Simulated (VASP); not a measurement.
Input of a VASP 6.6.1 run:

File INCAR:

```
SYSTEM = Ge3H
PREC = Accurate ; ENCUT = 410
EDIFF = 1E-6 ; ISMEAR = 0
SIGMA = 0.05 ; LREAL = .False.
LASPH = .True. ; NELM = 200
ALGO = Normal ; ISIF = 2
LWAVE = .False. ; LCHARG = .False.
ISPIN = 2 ; MAGMOM = 0 0 -1 1 0 0 0 0
LORBIT = 11 ; GGA = PE
NBANDS = 57 ; GGA_COMPAT = .False.
KPAR = 4
```

KPOINTS

```
Automatic mesh
0
Gamma
  1 1 22
  0 0 0
```

The input POSCAR:

```
Ge3H
1.0
   20.1000000000      0.0000000000      0.0000000000
    0.0000000000     10.0000000000      0.0000000000
    0.0000000000      0.0000000000      4.0373007541
Ge H
6 2
Direct
    0.3548172119      0.4652333923      0.0000000000
    0.5288275642      0.4657712491      0.5000000000
    0.7006013441      0.4666446236      0.0000000000
    0.2993986446      0.5333554847      0.5000000000
    0.4711724409      0.5342287369      0.0000000000
    0.6451827794      0.5347666324      0.5000000000
    0.7751862669      0.5115295276      0.0000000000
    0.2248137481      0.4884703533      0.5000000000
```

Potentials or basis: VASP PAW PBE potentials, release 64 (Ge_d, H).

Command:

```console
$ cat potpaw_PBE.64/Ge_d/POTCAR potpaw_PBE.64/H/POTCAR > POTCAR
$ mpirun -np 4 vasp_std > vasp.out
```

Problem. Predict the site moments.

Solution. Ge -0.01, -0.02, -0.10, +0.10, +0.02, +0.01; H -0.00, +0.00 μB.

Problem. Predict the net moment.

Solution. 0.00 μB per cell.

Problem. What does it give for the band gap on the k mesh?

Solution. 0.30 eV (least direct gap 0.34 eV).

Problem. Estimate the largest force.

Solution. 0.023 eV/Å.

Forces on the atoms (eV/Å):
```
Ge  -0.005  0.009  0.000
Ge  -0.004  0.011  0.000
Ge   0.013  0.013  0.000
Ge  -0.013 -0.013  0.000
Ge   0.004 -0.011  0.000
Ge   0.005 -0.009  0.000
H   -0.023 -0.005  0.000
H    0.023  0.005  0.000
```
